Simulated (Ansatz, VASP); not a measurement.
Al3GaN4: VASP beside Ansatz

```xyz
8
Lattice="4.2749 -0.1615 -0.1615 -0.1615 4.2749 -0.1615 -0.1615 -0.1615 4.2749" Properties=species:S:1:pos:R:3 pbc="T T T"
Al    2.0567    2.0567   -0.1615
Al    2.0567   -0.1615    2.0567
Al   -0.1615    2.0567    2.0567
Ga    0.0000    0.0000    0.0000
N     3.0221    3.0221    0.8507
N     3.0221    0.8507    3.0221
N     0.8507    3.0221    3.0221
N     1.0089    1.0089    1.0089
```

Change from the starting cell: equal engineering shear yz, xz and xy -0.0733, equal normal strain along x, y and z -0.0300.

Alike in both runs: task single point; functional PBEsol; k mesh 6 × 6 × 6; occupations gaussian, width 0.05 eV; no spin polarisation.

|  | VASP | Ansatz |
| --- | --- | --- |
| version | VASP 6.6.1 | Ansatz 0.2.0 |
| potentials or method | VASP PAW PBE potentials, release 64 (Al, Ga_d, N), cutoff 520 eV | scalar-relativistic, plane waves, PAW |
| valence electrons in the cell | 42 | 42 |

VASP gave:

| Quantity | Value |
| --- | --- |
| gap on the k mesh at the Fermi level (eV) | 2.87 |
| least direct gap on the mesh (eV) | 2.87 |
| pressure (GPa) | 27.8 |
| traceless stress, the component that is largest in VASP (GPa) | 24.08 |
| rms of the force components (eV/Å) | 1.637 |

Q: What did Ansatz give for the same quantities?

A: gap on the k mesh at the Fermi level (eV): 2.89; least direct gap on the mesh (eV): 2.89; pressure (GPa): 27.7; traceless stress, the component that is largest in VASP (GPa): 23.84; rms of the force components (eV/Å): 1.619.

VASP's potentials were made for PBE, not for PBEsol. Atom by atom the forces differ by 0.036 eV/Å (rms over components).
